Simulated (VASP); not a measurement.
The system is Si2W.

```xyz
6
Lattice="0.0000 3.4527 3.4527 3.4527 0.0000 3.4527 3.4527 3.4527 0.0000" Properties=species:S:1:pos:R:3 pbc="T T T"
Si    4.3158    4.3158    4.3158
Si    4.3158    2.5895    2.5895
Si    2.5895    2.5895    4.3158
Si    2.5895    4.3158    2.5895
W     0.0000    0.0000    0.0000
W     1.7263    1.7263    1.7263
```

```yaml
Program: VASP 6.6.1
Task: relaxation of cell and atoms
Functional: PBE
Potentials_or_basis: VASP PAW PBE potentials, release 64 (Si, W_sv)
Cutoff: 600 eV
k_mesh: 4 × 4 × 4
Occupations: gaussian, width 0.1 eV
Spin: no spin polarisation
```

At the start: pressure -6.5 GPa; volume 13.72 Å³/atom.

Question: Where does the relaxation end?

Answer: Over 3 steps the energy falls by 9.9 meV/atom and the volume is 13.25 Å³/atom (-3.4 %); space group Fd-3m (No. 227, to 0.1 Å) before and after.

Step by step:
| step | energy change (eV) | largest force (eV/Å) | pressure (GPa) | volume (Å³) |
| --- | --- | --- | --- | --- |
| 1 | 0.0000 | 0.0000 | -6.47 | 82.32 |
| 2 | 0.0501 | 0.0000 | 10.19 | 75.89 |
| 3 | -0.0593 | 0.0000 | -0.07 | 79.51 |

Final structure:
```xyz
6
Lattice="0.0000 3.4129 3.4129 3.4129 0.0000 3.4129 3.4129 3.4129 0.0000" Properties=species:S:1:pos:R:3 pbc="T T T"
Si    4.2661    4.2661    4.2661
Si    4.2661    2.5597    2.5597
Si    2.5597    2.5597    4.2661
Si    2.5597    4.2661    2.5597
W     0.0000    0.0000    0.0000
W     1.7065    1.7065    1.7065
```

Caveat: the k points lie up to 0.40 Å⁻¹ apart in the final cell, too coarse for converged energies and pressures of a metal.
